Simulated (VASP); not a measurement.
Runs of VASP 6.6.1 on I. The structure is that of space group Fm-3m (No. 225), or close to it. The cells are those of the table. 

```tsv
task	cell	cutoff (eV)	gap on the mesh (eV)	pressure (GPa)
relaxation of cell and atoms	relaxed from a = 3.636 Å, angles 60.0°, 1 atom	600	none	0.0
single point	a = 3.381 Å, angles 60.0°, 1 atom	520	none	11.3
single point	a = 3.520 Å, angles 60.0°, 1 atom	520	none	4.2
single point	a = 3.063 Å, angles 60.0°, 1 atom	520	none	52.7
single point	a = 3.230 Å, angles 60.0°, 1 atom	520	none	(a)
```

Alike in all rows: level PBE; potentials or basis VASP PAW PBE potentials, release 64 (I); no spin polarisation; k mesh 14 × 14 × 14; smearing fermi-dirac 0.05 eV.

Question: Estimate the missing entries.

Answer: (a) 25.0.

Caveats: spin-orbit coupling is left out, which moves the levels of the heavy elements; an odd number of electrons without spin polarisation forces a metal; a magnetic or distorted state may lie lower; the cell stands under pressure (at least some runs).

A k mesh can miss the band edges, and the runs leave out spin-orbit coupling on I.

A gap of «none» marks levels without a gap at the run's occupations.
